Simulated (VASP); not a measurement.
# Bi (Im-3m) in VASP: further runs, part 2 of 2

VASP 6.6.1. The steps go on from the part before.

## (5) Single point, PBE+D4

This run uses another cell than the first one, of 31.12 Å³/atom.

INCAR reads:

```
PREC = Accurate
ENCUT = 500
EDIFF = 1E-6
ISMEAR = 1
SIGMA = 0.05
LREAL = F
LASPH = T
NELM = 120
ALGO = Normal
ISIF = 2
LWAVE = F
LCHARG = F
GGA = PE
IVDW = 13
NBANDS = 14
GGA_COMPAT = F
```

KPOINTS reads:

```
regular mesh
0
Gamma
  9 9 9
```

POSCAR reads:

```
Bi
1.0
   -1.9814305300      1.9814305300      1.9814305300
    1.9814305300     -1.9814305300      1.9814305300
    1.9814305300      1.9814305300     -1.9814305300
Bi
1
Direct
    0.0000000000      0.0000000000      0.0000000000
```

Potentials or basis: VASP PAW PBE potentials, release 64 (Bi_d).

Started as:

```sh
> cat potpaw_PBE.64/Bi_d/POTCAR > POTCAR
> mpirun -np 1 vasp_std > vasp.out
```

OUTCAR:

```text
PREC = Accurate
   ENCUT = 500
   EDIFF = 1E-6
   ISMEAR = 1
   LREAL = F
   LASPH = T
   NELM = 120
   ISIF = 2
   GGA = PE
   IVDW = 13

 ion  position               nearest neighbor table
   1  0.000  0.000  0.000-

  LATTYP: Found a body centered cubic cell.
 ALAT       =     3.9628610600

  Lattice vectors:

 A1 = (  -1.9814305300,   1.9814305300,   1.9814305300)
 A2 = (   1.9814305300,  -1.9814305300,   1.9814305300)
 A3 = (   1.9814305300,   1.9814305300,  -1.9814305300)

Analysis of symmetry for initial positions (statically):
=====================================================================
 Subroutine PRICEL returns:
 Original cell was already a primitive cell.

 Routine SETGRP: Setting up the symmetry group for a
 body centered cubic supercell.

 Subroutine GETGRP returns: Found 48 space group operations
 (whereof 48 operations were pure point group operations)
 out of a pool of 48 trial point group operations.

The static configuration has the point symmetry O_h .

Analysis of symmetry for dynamics (positions and initial velocities):
=====================================================================
 Subroutine PRICEL returns:
 Original cell was already a primitive cell.

 Routine SETGRP: Setting up the symmetry group for a
 body centered cubic supercell.

 Subroutine GETGRP returns: Found 48 space group operations
 (whereof 48 operations were pure point group operations)
 out of a pool of 48 trial point group operations.

The dynamic configuration has the point symmetry O_h .

 Subroutine INISYM returns: Found 48 space group operations
 (whereof 48 operations are pure point group operations),
 and found     1 'primitive' translations

----------------------------------------------------------------------------------------

                                     Primitive cell

  volume of cell :      31.1169

  direct lattice vectors                    reciprocal lattice vectors
    -1.981430530  1.981430530  1.981430530     0.000000000  0.252342937  0.252342937
[... 113 lines left out ...]
   LEPSILON=     F    determine dielectric tensor
   LRPA    =     F    only Hartree local field effects (RPA)
 non-spin polarized calculation
 Methfessel and Paxton  Order N= 1 SIGMA  =   0.05
  energy-cutoff  :      500.00
  volume of cell :       31.12
 maximum number of plane-waves:       802
 NGX is ok and might be reduce to    28
   NGX = 13   NGY = 13   NGZ = 13

 number of electron      14.9999994 magnetization

 Free energy of the ion-electron system (eV)
  ---------------------------------------------------
  ext. energy  EPLUGINS =         0.00000000
  ---------------------------------------------------
  free energy    TOTEN  =        -3.76717562 eV

  energy without entropy =       -3.76663667  energy(sigma->0) =       -3.76699597

 E-fermi :   7.9340     XC(G=0): -10.2914

 val. band max:        7.9101639055   @ k =   0.2222   0.0000   0.0000
 cond. band min:       7.9408825474   @ k =  -0.2222   0.2222   0.1111
 fundamental gap:      0.0307186419
 Fermi energy:         7.9339646687

 k-point     1 :       0.0000    0.0000    0.0000
  band No.  band energies     occupation
      1     -15.1157      2.00000
      2     -15.1157      2.00000
      3     -15.1157      2.00000
      4     -14.9877      2.00000
      5     -14.9877      2.00000
      6      -5.5996      2.00000
      7      13.0412      0.00000
      8      13.0412      0.00000
      9      13.0412      0.00000
     10      17.0519      0.00000
     11      18.3960      0.00000
     12      18.3960      0.00000
     13      18.3960      0.00000
     14      19.5992      0.00000
[... 377 lines left out ...]
      1     -15.1051      2.00000
      2     -15.0714      2.00000
      3     -15.0284      2.00000
      4     -14.9918      2.00000
      5     -14.9174      2.00000
      6      -2.1288      2.00000
      7       3.5507      2.00000
      8       7.0743      2.00000
      9      10.5585      0.00000
     10      15.3114      0.00000
     11      16.7700      0.00000
     12      17.8311      0.00000
     13      19.3042      0.00000
     14      25.6237      0.00000

 [... further k-points ...]

------------------------ aborting loop because EDIFF is reached ----------------------------------------

  DFT-D4 for vdW energy calculation

  Edisp (eV):   -0.54736

  FORCE on cell =-STRESS in cart. coord.  units (eV):
  Direction    XX          YY          ZZ          XY          YZ          ZX
  --------------------------------------------------------------------------------------
  -------------------------------------------------------------------------------------
  Total      -0.34315    -0.34315    -0.34315     0.00000    -0.00000    -0.00000
  in kB     -17.66832   -17.66832   -17.66832     0.00000    -0.00000    -0.00000
  external pressure =      -17.67 kB  Pullay stress =        0.00 kB

 VOLUME and BASIS-vectors are now :
 -----------------------------------------------------------------------------
  energy-cutoff  :      500.00
  volume of cell :       31.12
      direct lattice vectors                 reciprocal lattice vectors
    -1.981430530  1.981430530  1.981430530     0.000000000  0.252342937  0.252342937
     1.981430530 -1.981430530  1.981430530     0.252342937  0.000000000  0.252342937
     1.981430530  1.981430530 -1.981430530     0.252342937  0.252342937  0.000000000

 POSITION                                       TOTAL-FORCE (eV/Angst)
 -----------------------------------------------------------------------------------
      0.00000      0.00000      0.00000         0.000000      0.000000      0.000000
 -----------------------------------------------------------------------------------
    total drift:                               -0.000000     -0.000000     -0.000000

  FREE ENERGIE OF THE ION-ELECTRON SYSTEM (eV)
  ---------------------------------------------------
  free  energy   TOTEN  =        -4.3145331446 eV

  energy  without entropy=       -4.3139941909  energy(sigma->0) =       -4.31435349
```

OSZICAR:

```text
N       E                     dE             d eps       ncg     rms          rms(c)
DAV:   1     0.114941292173E+03    0.11494E+03   -0.76235E+03   994   0.119E+03
DAV:   2     0.272142010916E+01   -0.11222E+03   -0.10819E+03  1088   0.334E+02
DAV:   3    -0.361483292582E+01   -0.63363E+01   -0.63191E+01  1208   0.778E+01
DAV:   4    -0.376388339106E+01   -0.14905E+00   -0.14902E+00  1272   0.127E+01
DAV:   5    -0.376998384520E+01   -0.61005E-02   -0.61003E-02  1354   0.238E+00    0.458E-01
DAV:   6    -0.376719520680E+01    0.27886E-02   -0.81828E-03  1398   0.118E+00    0.275E-01
DAV:   7    -0.376709672819E+01    0.98479E-04   -0.48912E-03  1298   0.958E-01    0.814E-02
DAV:   8    -0.376717874193E+01   -0.82014E-04   -0.54769E-04  1282   0.338E-01    0.107E-02
DAV:   9    -0.376717624100E+01    0.25009E-05   -0.13067E-05  1330   0.483E-02    0.549E-03
DAV:  10    -0.376717562283E+01    0.61817E-06   -0.22237E-06  1274   0.164E-02
   1 F= -.43145331E+01 E0= -.43143535E+01  d E =-.538954E-03
```

Run time: 12 s. Hardware: 1 thread of Intel Xeon Platinum 8259CL at 2.50GHz (Skylake/Cascade Lake), shared host; peak memory 0.16 GiB.

Results:

| Item | Value |
| --- | --- |
| Free energy | -4.3145 eV |
| Pressure | -1.8 GPa |
| Band gap on the k mesh | zero (an odd number of electrons rules out a gap without spin polarisation) |
| Dispersion energy per atom | -0.547 eV |

Levels at points of the mesh, in eV from the Fermi level:
```
           k point  band 3  band 4  band 5  band 6  band 7  band 8  band 9  band 10  band 11  band 12
(0.00, 0.00, 0.00)  -23.05  -22.92  -22.92  -13.53    5.11    5.11    5.11     9.12    10.46    10.46
```

Caveat: spin-orbit coupling is left out, which moves the levels of the heavy elements.

## (6) Single point, PBE+D3(BJ), non-collinear spin, zero start, spin-orbit coupling

This run uses another cell than the first one, of 31.12 Å³/atom.

INCAR reads:

```
SYSTEM = Bi
PREC     = Accurate       ! precision mode
ENCUT    = 500            ! plane-wave cutoff, eV
EDIFF    = 1E-6           ! SCF threshold, eV
ISMEAR   = 1              ! smearing method
SIGMA    = 0.1            ! smearing width, eV
LREAL    = .False.        ! projectors in reciprocal space
LASPH    = .True.         ! aspherical terms in the spheres
NELM     = 200            ! most SCF steps
ALGO     = Normal         ! electronic algorithm
ISIF     = 2              ! what is computed and relaxed
LWAVE    = .False.        ! write WAVECAR
LCHARG   = .False.        ! write CHGCAR
MAGMOM   = 0 0 0          ! initial moments
LORBIT   = 11             ! projections on sites
LSORBIT  = .True.         ! spin-orbit coupling
GGA_COMPAT= .False.      
LORBMOM  = .True.       
GGA      = PE             ! functional
IVDW     = 12             ! dispersion correction
NBANDS   = 26             ! bands
```

KPOINTS reads:

```
Automatic mesh
0
Gamma
  9 9 9
  0 0 0
```

POSCAR is that of step 5.

Potentials or basis: VASP PAW PBE potentials, release 64 (Bi_d).

Started as:

```sh
> cat potpaw_PBE.64/Bi_d/POTCAR > POTCAR
> mpirun -np 1 vasp_ncl > vasp.out
```

OUTCAR:

```text
SYSTEM = Bi
   PREC = Accurate
   ENCUT = 500
   EDIFF = 1E-6
   ISMEAR = 1
   LREAL = .False.
   LASPH = .True.
   NELM = 200
   ISIF = 2
   LORBIT = 11
   LSORBIT = .True.
   GGA = PE
   IVDW = 12
 IVDW          = 12

 ion  position               nearest neighbor table
   1  0.000  0.000  0.000-

  LATTYP: Found a body centered cubic cell.
 ALAT       =     3.9628610600

  Lattice vectors:

 A1 = (  -1.9814305300,   1.9814305300,   1.9814305300)
 A2 = (   1.9814305300,  -1.9814305300,   1.9814305300)
 A3 = (   1.9814305300,   1.9814305300,  -1.9814305300)

Analysis of symmetry for initial positions (statically):
=====================================================================
 Subroutine PRICEL returns:
 Original cell was already a primitive cell.
[... 947 lines left out ...]
 ----------------------------------------
            0.000  -0.000  -0.000

 Spin-Orbit-Coupling matrix elements

 Ion:    1  E_soc:     -1.7371487
 l=   1
     0.0000000    -0.2234361    -0.2234361
    -0.2234361     0.0000000    -0.2234361
    -0.2234361    -0.2234361     0.0000000
 l=   2
     0.0000000    -0.0132335     0.0000000    -0.0132335    -0.0528552
    -0.0132335     0.0000000    -0.0396414    -0.0132335    -0.0132138
     0.0000000    -0.0396414     0.0000000    -0.0396414     0.0000000
    -0.0132335    -0.0132335    -0.0396414     0.0000000    -0.0132138
    -0.0528552    -0.0132138     0.0000000    -0.0132138     0.0000000
 l=   3
     0.0000000     0.0000000     0.0000000     0.0000000     0.0000000     0.0000000     0.0000000
     0.0000000     0.0000000     0.0000000     0.0000000     0.0000000     0.0000000     0.0000000
     0.0000000     0.0000000     0.0000000     0.0000000     0.0000000     0.0000000     0.0000000
     0.0000000     0.0000000     0.0000000     0.0000000     0.0000000     0.0000000     0.0000000
     0.0000000     0.0000000     0.0000000     0.0000000     0.0000000     0.0000000     0.0000000
     0.0000000     0.0000000     0.0000000     0.0000000     0.0000000     0.0000000     0.0000000
     0.0000000     0.0000000     0.0000000     0.0000000     0.0000000     0.0000000     0.0000000

 total charge

# of ion       s       p       d       tot
------------------------------------------
    1        1.548   1.280   9.920  12.748

 magnetization (x)

# of ion       s       p       d       tot
------------------------------------------
    1       -0.000   0.000  -0.000  -0.000

 magnetization (y)

# of ion       s       p       d       tot
------------------------------------------
    1        0.000   0.000   0.000   0.000

 magnetization (z)

# of ion       s       p       d       tot
------------------------------------------
    1        0.000   0.000  -0.000   0.000
```

OSZICAR:

```text
N       E                     dE             d eps       ncg     rms          rms(c)
DAV:   1     0.152822729302E+03    0.15282E+03   -0.74825E+03  1820   0.140E+03
DAV:   2     0.935809138543E+01   -0.14346E+03   -0.13822E+03  1892   0.389E+02
DAV:   3    -0.407686849742E+01   -0.13435E+02   -0.13259E+02  2168   0.128E+02
DAV:   4    -0.455602324754E+01   -0.47915E+00   -0.47836E+00  2290   0.254E+01
DAV:   5    -0.457930892043E+01   -0.23286E-01   -0.23284E-01  2704   0.504E+00    0.443E-01
DAV:   6    -0.457919440636E+01    0.11451E-03   -0.36681E-03  2374   0.638E-01    0.260E-01
DAV:   7    -0.457915878937E+01    0.35617E-04   -0.74031E-04  2802   0.257E-01    0.228E-01
DAV:   8    -0.457920844894E+01   -0.49660E-04   -0.19950E-04  2548   0.123E-01    0.216E-02
DAV:   9    -0.457922706949E+01   -0.18621E-04   -0.30725E-05  2100   0.766E-02    0.533E-03
DAV:  10    -0.457922528186E+01    0.17876E-05   -0.68810E-07  1838   0.968E-03    0.711E-04
DAV:  11    -0.457922490967E+01    0.37219E-06   -0.13585E-07  1236   0.582E-03
   1 F= -.50858708E+01 E0= -.50858639E+01  d E =-.206987E-04  mag=     0.0000    -0.0000     0.0000
```

Run time: 51 s. Hardware: 1 thread of Intel Xeon Platinum 8259CL at 2.50GHz (Skylake/Cascade Lake), shared host; peak memory 0.26 GiB.

Results:

```
Free energy                                           : -5.0859 eV
Pressure                                              : -0.4 GPa
Net moment                                            : 0.00 μB per cell
Valence electrons inside the program's atomic spheres : Bi 12.75
Dispersion energy per atom                            : -0.507 eV
```

Moments on the atoms (μB; x, y, z):
```
Bi  0.00 0.00 0.00
```

## (7) Summary

```tsv
level	spin	cell	k mesh	cutoff (eV)	smearing	grid for exact exchange (PRECFOCK)	share of exact exchange	gap on the mesh (eV)	pressure (GPa)
r2SCAN0	off	a = 3.386 Å, angles 109.5°, 1 atom	5 × 5 × 5	520	fermi-dirac 0.05 eV	Normal	0.25	none	-0.2
r2SCAN0	off	a = 3.409 Å, angles 109.5°, 1 atom	5 × 5 × 5	520	fermi-dirac 0.05 eV	Normal	0.25	none	-1.5
r2SCAN0+D4	off	a = 3.432 Å, angles 109.5°, 1 atom	7 × 7 × 7	440	fermi-dirac 0.01 eV	Normal	0.25	none	-1.5
PBE+D4	off	a = 3.432 Å, angles 109.5°, 1 atom	9 × 9 × 9	500	methfessel-paxton 0.05 eV	-	-	none	-1.8
PBE+D3(BJ)	non-collinear, zero start, SOC	a = 3.432 Å, angles 109.5°, 1 atom	9 × 9 × 9	500	methfessel-paxton 0.1 eV	-	-	-	-0.4
```

Alike in all rows: task single point; potentials or basis VASP PAW PBE potentials, release 64 (Bi_d).

Caveats: some runs use coarse meshes; spin-orbit coupling is left out, which moves the levels of the heavy elements (at least some runs); the PAW data sets were made with another functional, which shifts forces and pressure a little (at least some runs).

Absolute energies hang on the potentials; compare differences alone.
